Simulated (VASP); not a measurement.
A run of VASP 6.6.1:

The input INCAR:

```
SYSTEM = InGa2N3
ALGO = Normal ; EDIFF = 1E-7
EDIFFG = -0.04 ; ENCUT = 600
GGA = PE ; IBRION = 2
ISIF = 3 ; ISMEAR = 0
LASPH = .True. ; LCHARG = .False.
LREAL = .False. ; LWAVE = .False.
NELM = 100 ; NSW = 90
PREC = Accurate ; SIGMA = 0.1
```

The input KPOINTS:

```
k-points
0
Gamma
  6 6 6
  0 0 0
```

POSCAR

```
InGa2N3
1.0
    2.6410275900      1.5247979900      4.4554815800
   -2.6410275900      1.5247979900      4.4554815800
    0.0000000000     -3.0495959800      4.4554815800
In Ga N
1 2 3
Direct
    0.0000000000      0.0000000000      0.0000000000
    0.3415513300      0.3415513300      0.3415513300
    0.6584486700      0.6584486700      0.6584486700
    0.0000000000      0.0000000000      0.5000000000
    0.5000000000      0.0000000000      0.0000000000
    0.0000000000      0.5000000000      0.0000000000
```

Potentials or basis: VASP PAW PBE potentials, release 64 (In_d, Ga_d, N).

Launch:

```bash
$ cat potpaw_PBE.64/In_d/POTCAR potpaw_PBE.64/Ga_d/POTCAR potpaw_PBE.64/N/POTCAR > POTCAR
$ mpirun -np 1 vasp_std > vasp.out
```

Hardware: 1 thread of Intel(R) Xeon(R) 6975P-C (Granite Rapids), on a shared host.

**Question.** Estimate the wall time of this run.

**Answer.** Wall time 16 min on 1 thread of Intel(R) Xeon(R) 6975P-C (Granite Rapids), with other jobs on the host, peak memory 0.45 GiB. Counts: scf iterations 175, k points 32, ion steps 14.
